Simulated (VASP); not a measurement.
Runs of VASP 6.6.1 on PbF2 (Fluorocronite). The structure is that of space group Fm-3m (No. 225), or close to it. The cells are those of the table. 

```tsv
task	cell	cutoff (eV)	gap on the mesh (eV)	pressure (GPa)
relaxation of cell and atoms	relaxed to 10 GPa from a = 4.191 Å, angles 60.0°, 3 atoms	600	4.42	10.0
relaxation of cell and atoms	relaxed to 40 GPa from a = 4.191 Å, angles 60.0°, 3 atoms	600	(a)	40.0
relaxation of cell and atoms	relaxed to 30 GPa from a = 4.191 Å, angles 60.0°, 3 atoms	600	4.31	30.2
single point	a = 3.982 Å, angles 60.0°, 3 atoms	520	4.37	(b)
single point	a = 4.243 Å, angles 60.0°, 3 atoms	520	4.43	-0.2
relaxation of cell and atoms	relaxed from a = 4.191 Å, angles 60.0°, 3 atoms	600	4.43	0.0
relaxation of cell and atoms	relaxed to 20 GPa from a = 4.191 Å, angles 60.0°, 3 atoms	600	4.37	20.0
single point	a = 4.085 Å, angles 60.0°, 3 atoms	520	4.42	9.8
```

Alike in all rows: level PBE; potentials or basis VASP PAW PBE potentials, release 64 (Pb_d, F); no spin polarisation; k mesh 6 × 6 × 6; smearing gaussian 0.01 eV.

Task: Estimate the missing entries.

Result: (a) 4.26; (b) 19.8.

Caveats: spin-orbit coupling is left out, which moves the levels of the heavy elements; the cell is relaxed towards a set pressure, so the enthalpy falls and the energy may rise (some runs).

A k mesh can miss the band edges, and the runs leave out spin-orbit coupling on Pb.
